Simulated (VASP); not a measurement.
# GaN (F-43m) in VASP: notebook

Runs on GaN. Level: LDA. Tasks: single point.

Everything below comes from runs of VASP 6.6.1. Logs are shortened: lines on timing, memory, paths and dates and some standing lists are left out, and cuts for length are marked.

### 1 The cell of the first run

Symmetry: F-43m, No. 216, cubic system. The conventional cell has a = 4.455 Å, b = 4.455 Å, c = 4.455 Å, α = 90.00°, β = 90.00°, γ = 90.00°. Ga (site symmetry -43m) has 4 N at 1.93 Å within 2.6 Å. Within 2.6 Å of N (site symmetry -43m) lie 4 Ga at 1.93 Å.

### 2 Single point, LDA

File INCAR:

```
PREC     = Accurate       # precision mode
ENCUT    = 1330           # plane-wave cutoff, eV
EDIFF    = 1E-6           # SCF threshold, eV
ISMEAR   = 0              # smearing method
SIGMA    = 0.02           # smearing width, eV
LREAL    = F              # projectors in reciprocal space
LASPH    = T              # aspherical terms in the spheres
NELM     = 120            # most SCF steps
ALGO     = Normal         # electronic algorithm
ISIF     = 2              # what is computed and relaxed
LWAVE    = F              # write WAVECAR
LCHARG   = T              # write CHGCAR
LELF     = T              # ELF
LVHAR    = T            
NBANDS   = 16             # bands
GGA_COMPAT= F
```

File KPOINTS:

```
regular mesh
0
Gamma
  10 10 10
```

File POSCAR:

```
GaN
1.0
    0.0000000000      2.2275708004      2.2275708004
    2.2275708004      0.0000000000      2.2275708004
    2.2275708004      2.2275708004      0.0000000000
Ga N
1 1
Direct
    0.0000000000      0.0000000000      0.0000000000
    0.2500000000      0.2500000000      0.2500000000
```

Potentials or basis: VASP PAW LDA potentials, release 64 (Ga_d, N_h).

Launch:

```
$ cat potpaw_LDA.64/Ga_d/POTCAR potpaw_LDA.64/N_h/POTCAR > POTCAR
$ mpirun -np 1 vasp_std > vasp.out
```

OUTCAR:

```text
PREC = Accurate
   ENCUT = 1330
   EDIFF = 1E-6
   ISMEAR = 0
   LREAL = F
   LASPH = T
   NELM = 120
   ISIF = 2

 ion  position               nearest neighbor table
   1  0.000  0.000  0.000-   2 1.93   2 1.93   2 1.93   2 1.93
   2  0.250  0.250  0.250-   1 1.93   1 1.93   1 1.93   1 1.93

  LATTYP: Found a face centered cubic cell.
 ALAT       =     4.4551416008

  Lattice vectors:

 A1 = (   0.0000000000,   2.2275708004,   2.2275708004)
 A2 = (   2.2275708004,   0.0000000000,   2.2275708004)
 A3 = (   2.2275708004,   2.2275708004,   0.0000000000)

Analysis of symmetry for initial positions (statically):
=====================================================================
 Subroutine PRICEL returns:
 Original cell was already a primitive cell.

 Routine SETGRP: Setting up the symmetry group for a
 face centered cubic supercell.

 Subroutine GETGRP returns: Found 24 space group operations
 (whereof 24 operations were pure point group operations)
 out of a pool of 48 trial point group operations.

The static configuration has the point symmetry T_d .

Analysis of symmetry for dynamics (positions and initial velocities):
=====================================================================
 Subroutine PRICEL returns:
 Original cell was already a primitive cell.

 Routine SETGRP: Setting up the symmetry group for a
 face centered cubic supercell.

 Subroutine GETGRP returns: Found 24 space group operations
 (whereof 24 operations were pure point group operations)
 out of a pool of 48 trial point group operations.

The dynamic configuration has the point symmetry T_d .

 Subroutine INISYM returns: Found 24 space group operations
 (whereof 24 operations are pure point group operations),
 and found     1 'primitive' translations

----------------------------------------------------------------------------------------

                                     Primitive cell

  volume of cell :      22.1067

  direct lattice vectors                    reciprocal lattice vectors
     0.000000000  2.227570800  2.227570800    -0.224459757  0.224459757  0.224459757
     2.227570800  0.000000000  2.227570800     0.224459757 -0.224459757  0.224459757
     2.227570800  2.227570800  0.000000000     0.224459757  0.224459757 -0.224459757

  length of vectors
[... 74 lines left out ...]
   ISTART =      0    job   : 0-new  1-cont  2-samecut
   ICHARG =      2    charge: 1-file 2-atom 10-const
   ISPIN  =      1    spin polarized calculation?
   LNONCOLLINEAR =      F non collinear calculations
   LSORBIT =      F    spin-orbit coupling
   LASPH  =      T    aspherical Exc in radial PAW
   ENCUT  = 1330.0 eV  97.75 Ry    9.89 a.u.   9.37  9.37  9.37*2*pi/ulx,y,z
   NELM   =    120;   NELMIN=  2; NELMDL= -5     # of ELM steps
   EDIFF  = 0.1E-05   stopping-criterion for ELM
   LREAL  =      F    real-space projection
   EDIFFG = 0.1E-04   stopping-criterion for IOM
   NSW    =      0    number of steps for IOM
   IBRION =     -1    ionic relax: 0-MD 1-quasi-New 2-CG
   NFREE  =      0    steps in history (QN), initial steepest desc. (CG)
   ISIF   =      2    stress and relaxation
   ISYM   =      2    0-nonsym 1-usesym 2-fastsym
   POTIM  = 0.5000    time-step for ionic-motion
   TEBEG  =    0.0;   TEEND  =   0.0 temperature during run
   PSTRESS=    0.0 pullay stress
   NELECT =      18.0000    total number of electrons
   NUPDOWN=      -1.0000    fix difference up-down
   EMIN   =  10.00;   EMAX   =-10.00  energy-range for DOS
   EFERMI =   0.00;   METHOD = LEGACY
   ISMEAR =     0;   SIGMA  =   0.02  broadening in eV -4-tet -1-fermi 0-gaus
   EFERMI_NEDOS =   21; number of points for ismear=-14 and -15
   IALGO  =     38    algorithm
   IMIX   =      4    mixing-type and parameters
     AMIX     =   0.40;   BMIX     =  1.00
     AMIX_MAG =   1.60;   BMIX_MAG =  1.00
  volume/ion in A,a.u.               =      11.05        74.59
  Fermi-wavevector in a.u.,A,eV,Ry     =   1.528707  2.888837 31.796053  2.336944
  Thomas-Fermi vector in A             =   2.636428
   LORBIT       =      0    0 simple, 1 ext, 2 COOP (PROOUT), +10 PAW based schemes
   GGA     = CA    functional components
   LHFCALC =     F    Hartree Fock is set to
   AEXX    =    0.0000 exact exchange contribution
   IVDW    =     0    specifies the selected vdW correction
   LEPSILON=     F    determine dielectric tensor
   LRPA    =     F    only Hartree local field effects (RPA)
 non-spin polarized calculation
 Gauss-broadening in eV      SIGMA  =   0.02
  energy-cutoff  :     1330.00
  volume of cell :       22.11
 maximum number of plane-waves:      2454
 NGX is ok and might be reduce to    40
   NGX = 19   NGY = 19   NGZ = 19

 number of electron      18.0000001 magnetization

 Free energy of the ion-electron system (eV)
  ---------------------------------------------------
  ext. energy  EPLUGINS =         0.00000000
  ---------------------------------------------------
  free energy    TOTEN  =       -13.94713759 eV

  energy without entropy =      -13.94713759  energy(sigma->0) =      -13.94713759

 E-fermi :   5.9468     XC(G=0): -12.3199

 val. band max:        5.7401122932   @ k =   0.0000   0.0000   0.0000
 cond. band min:       7.7150715503   @ k =   0.0000   0.0000   0.0000
 fundamental gap:      1.9749592572
 Fermi energy:         5.9468163158

 k-point     1 :       0.0000    0.0000    0.0000
  band No.  band energies     occupation
      1     -10.3679      2.00000
      2      -7.8506      2.00000
      3      -7.8506      2.00000
      4      -7.8506      2.00000
      5      -7.4960      2.00000
      6      -7.4960      2.00000
[... 433 lines left out ...]
      3      -7.6033      2.00000
      4      -7.6020      2.00000
      5      -7.4292      2.00000
      6      -6.5042      2.00000
[... 8 lines left out ...]
     15      28.4450      0.00000
     16      28.4796      0.00000

 [... further k-points ...]
[... 5 lines left out ...]
  --------------------------------------------------------------------------------------
  -------------------------------------------------------------------------------------
  Total        0.1388953      0.1388953      0.1388953      0.0000000     -0.0000000     -0.0000000
  in kB       10.0663852     10.0663852     10.0663852      0.0000000     -0.0000000     -0.0000000
  external PRESSURE =      10.0663852 kB  Pullay stress =       0.0000000 kB

 VOLUME and BASIS-vectors are now :
 -----------------------------------------------------------------------------
  energy-cutoff  :     1330.00
  volume of cell :       22.11
      direct lattice vectors                 reciprocal lattice vectors
     0.000000000  2.227570800  2.227570800    -0.224459757  0.224459757  0.224459757
     2.227570800  0.000000000  2.227570800     0.224459757 -0.224459757  0.224459757
     2.227570800  2.227570800  0.000000000     0.224459757  0.224459757 -0.224459757

 POSITION                                       TOTAL-FORCE (eV/Angst)
 -----------------------------------------------------------------------------------
      0.00000      0.00000      0.00000        -0.000000      0.000000      0.000000
      1.11379      1.11379      1.11379         0.000000     -0.000000     -0.000000
 -----------------------------------------------------------------------------------
    total drift:                               -0.000000     -0.000000     -0.000000

  FREE ENERGIE OF THE ION-ELECTRON SYSTEM (eV)
  ---------------------------------------------------
  free  energy   TOTEN  =       -13.9471375913 eV

  energy  without entropy=      -13.9471375913  energy(sigma->0) =      -13.94713759
```

OSZICAR:

```text
N       E                     dE             d eps       ncg     rms          rms(c)
DAV:   1     0.139780245060E+03    0.13978E+03   -0.15171E+04  1616   0.353E+03
DAV:   2    -0.111300351202E+01   -0.14089E+03   -0.12958E+03  1720   0.538E+02
DAV:   3    -0.156859855097E+02   -0.14573E+02   -0.14347E+02  1704   0.111E+02
DAV:   4    -0.159973898625E+02   -0.31140E+00   -0.31114E+00  1872   0.167E+01
DAV:   5    -0.160009998166E+02   -0.36100E-02   -0.36099E-02  1848   0.170E+00    0.763E+00
DAV:   6    -0.140022751200E+02    0.19987E+01   -0.48442E+00  2272   0.410E+01    0.207E+00
DAV:   7    -0.139740316385E+02    0.28243E-01   -0.26604E-01  1632   0.601E+00    0.129E+00
DAV:   8    -0.139493701947E+02    0.24661E-01   -0.59827E-02  1896   0.272E+00    0.352E-01
DAV:   9    -0.139471201431E+02    0.22501E-02   -0.83786E-03  2272   0.212E+00    0.704E-02
DAV:  10    -0.139471455057E+02   -0.25363E-04   -0.84036E-04  1968   0.396E-01    0.206E-02
DAV:  11    -0.139471378168E+02    0.76890E-05   -0.65237E-05  2320   0.151E-01    0.557E-03
DAV:  12    -0.139471375913E+02    0.22542E-06   -0.68387E-06  1872   0.443E-02
   1 F= -.13947138E+02 E0= -.13947138E+02  d E =-.137954E-50
```

Wall time 53 s (1 thread of Intel Xeon Platinum 8259CL at 2.50GHz (Skylake/Cascade Lake), shared host); peak memory 0.24 GiB.

Results:

* Free energy: -13.9471 eV
* Pressure: 1.0 GPa
* Band gap on the k mesh: 1.98 eV

Levels at points of the mesh, in eV from the valence-band top:
| k point | band 5 | band 6 | band 7 | band 8 | band 9 | band 10 | band 11 | band 12 | band 13 | band 14 |
| --- | --- | --- | --- | --- | --- | --- | --- | --- | --- | --- |
| (0.00, 0.00, 0.00) | -13.24 | -13.24 | 0.00 | 0.00 | 0.00 | 1.97 | 10.33 | 10.33 | 10.33 | 17.78 |
| (0.50, 0.00, 0.00) | -13.18 | -11.86 | -7.35 | -1.02 | -1.02 | 4.78 | 8.77 | 10.39 | 10.39 | 15.69 |
| (0.50, 0.50, 0.00) | -13.15 | -11.38 | -6.35 | -2.86 | -2.86 | 3.26 | 6.69 | 11.75 | 14.12 | 14.12 |

### 3 Single point, LDA

This run uses another cell than the first one, of 11.44 Å³/atom.

File INCAR:

```
PREC = Accurate
ENCUT = 1330
EDIFF = 1E-6
ISMEAR = 0
SIGMA = 0.1
LREAL = False
LASPH = True
NELM = 120
ALGO = Normal
ISIF = 2
LWAVE = False
LCHARG = True
GGA = CA
LELF = True
LVHAR = True
NBANDS = 16
GGA_COMPAT = False
```

File KPOINTS:

```
Automatic mesh
0
Gamma
  8 8 8
```

File POSCAR:

```
GaN
1.0
    0.0000000000      2.2535006100      2.2535006100
    2.2535006100      0.0000000000      2.2535006100
    2.2535006100      2.2535006100      0.0000000000
Ga N
1 1
Direct
    0.0000000000      0.0000000000      0.0000000000
    0.2500000000      0.2500000000      0.2500000000
```

Potentials or basis: VASP PAW LDA potentials, release 64 (Ga_d, N_h).

Launch:

```
$ cat potpaw_LDA.64/Ga_d/POTCAR potpaw_LDA.64/N_h/POTCAR > POTCAR
$ mpirun -np 1 vasp_std > vasp.out
```

OUTCAR:

```text
PREC = Accurate
   ENCUT = 1330
   EDIFF = 1E-6
   ISMEAR = 0
   LREAL = False
   LASPH = True
   NELM = 120
   ISIF = 2
   GGA = CA

 ion  position               nearest neighbor table
   1  0.000  0.000  0.000-   2 1.95   2 1.95   2 1.95   2 1.95
   2  0.250  0.250  0.250-   1 1.95   1 1.95   1 1.95   1 1.95

  LATTYP: Found a face centered cubic cell.
 ALAT       =     4.5070012200

  Lattice vectors:

 A1 = (   0.0000000000,   2.2535006100,   2.2535006100)
 A2 = (   2.2535006100,   0.0000000000,   2.2535006100)
[... 626 lines left out ...]
      4      -7.9164      2.00000
      5      -7.8629      2.00000
      6      -6.1748      2.00000
[... 8 lines left out ...]
     15      23.9779      0.00000
     16      26.2309      0.00000

 [... further k-points ...]
[... 5 lines left out ...]
  --------------------------------------------------------------------------------------
  -------------------------------------------------------------------------------------
  Total       -0.8061371     -0.8061371     -0.8061371     -0.0000000      0.0000000     -0.0000000
  in kB      -56.4308291    -56.4308291    -56.4308291     -0.0000000      0.0000000     -0.0000000
  external PRESSURE =     -56.4308291 kB  Pullay stress =       0.0000000 kB

 VOLUME and BASIS-vectors are now :
 -----------------------------------------------------------------------------
  energy-cutoff  :     1330.00
  volume of cell :       22.89
      direct lattice vectors                 reciprocal lattice vectors
     0.000000000  2.253500610  2.253500610    -0.221877020  0.221877020  0.221877020
     2.253500610  0.000000000  2.253500610     0.221877020 -0.221877020  0.221877020
     2.253500610  2.253500610  0.000000000     0.221877020  0.221877020 -0.221877020

 POSITION                                       TOTAL-FORCE (eV/Angst)
 -----------------------------------------------------------------------------------
      0.00000      0.00000      0.00000         0.000000      0.000000      0.000000
      1.12675      1.12675      1.12675        -0.000000     -0.000000     -0.000000
 -----------------------------------------------------------------------------------
    total drift:                               -0.000000     -0.000000     -0.000000

  FREE ENERGIE OF THE ION-ELECTRON SYSTEM (eV)
  ---------------------------------------------------
  free  energy   TOTEN  =       -13.9358197097 eV

  energy  without entropy=      -13.9358197097  energy(sigma->0) =      -13.93581971
```

OSZICAR:

```text
N       E                     dE             d eps       ncg     rms          rms(c)
DAV:   1     0.138209119001E+03    0.13821E+03   -0.15345E+04   976   0.357E+03
DAV:   2    -0.616902632137E+00   -0.13883E+03   -0.12675E+03  1032   0.523E+02
DAV:   3    -0.155690455155E+02   -0.14952E+02   -0.14652E+02  1032   0.109E+02
DAV:   4    -0.159186854930E+02   -0.34964E+00   -0.34912E+00  1176   0.171E+01
DAV:   5    -0.159239683207E+02   -0.52828E-02   -0.52827E-02  1120   0.183E+00    0.749E+00
DAV:   6    -0.139920135570E+02    0.19320E+01   -0.48700E+00  1368   0.399E+01    0.212E+00
DAV:   7    -0.139625774168E+02    0.29436E-01   -0.26480E-01  1008   0.618E+00    0.129E+00
DAV:   8    -0.139384841451E+02    0.24093E-01   -0.68915E-02  1120   0.278E+00    0.391E-01
DAV:   9    -0.139357787959E+02    0.27053E-02   -0.93071E-03  1384   0.208E+00    0.675E-02
DAV:  10    -0.139358279199E+02   -0.49124E-04   -0.85484E-04  1192   0.375E-01    0.200E-02
DAV:  11    -0.139358199307E+02    0.79891E-05   -0.64160E-05  1432   0.155E-01    0.560E-03
DAV:  12    -0.139358197097E+02    0.22101E-06   -0.69295E-06  1184   0.463E-02
   1 F= -.13935820E+02 E0= -.13935820E+02  d E =-.236191E-10
```

stdout:

```text
POSCAR found type information on POSCAR GaN
 POSCAR found :  2 types and       2 ions
 scaLAPACK will be used
 LDA part: xc-table for (Slater(with rela. corr.)+CA(PZ))
 , standard interpolation
 POSCAR, INCAR and KPOINTS ok, starting setup
 FFT: planning ... GRIDC
 FFT: planning ... GRID_SOFT
 FFT: planning ... GRID
 WAVECAR not read
 entering main loop
```

It took 38 s on 1 thread of Intel Xeon Platinum 8259CL at 2.50GHz (Skylake/Cascade Lake), shared host; peak memory 0.23 GiB.

Results:

* Free energy: -13.9358 eV
* Pressure: -5.6 GPa
* Band gap on the k mesh: 1.75 eV

Caveat: the cell stands under tension.
